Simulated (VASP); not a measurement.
Runs of VASP 6.6.1 on Ir. The structure is that of space group Fm-3m (No. 225), or close to it. The cells are those of the table. 

```tsv
cell	gap on the mesh (eV)	pressure (GPa)
a = 2.661, b = 2.661, c = 2.606 Å, angles 60.7, 60.7, 58.6°, 1 atom	none	(c)
a = 2.826, b = 2.826, c = 2.715 Å, angles 61.3, 61.3, 57.4°, 1 atom	none	-19.8
a = 2.553, b = 2.553, c = 2.606 Å, angles 59.3, 59.3, 61.4°, 1 atom	none	103.9
a = 2.823 Å, angles 60.0°, 1 atom	none	-30.6
a = 2.606 Å, angles 60.0°, 1 atom	none	(b)
a = 2.498 Å, angles 60.0°, 1 atom	none	(a)
a = 2.717, b = 2.717, c = 2.606 Å, angles 61.3, 61.3, 57.3°, 1 atom	none	24.7
a = 2.553, b = 2.553, c = 2.498 Å, angles 60.7, 60.7, 58.6°, 1 atom	none	143.1
```

Alike in all rows: task single point; level r2SCAN; potentials or basis VASP PAW PBE potentials, release 64 (Ir); no spin polarisation; k mesh 22 × 22 × 22; cutoff (eV) 520; smearing gaussian 0.15 eV.

Task: Fill in the values left out.

Result: (a) 188.7; (b) 70.5; (c) 44.6.

Caveats: the PAW data sets were made with another functional, which shifts forces and pressure a little; spin-orbit coupling is left out, which moves the levels of the heavy elements.

A k mesh can miss the band edges, and the runs leave out spin-orbit coupling on Ir.

A gap of «none» marks levels without a gap at the run's occupations.
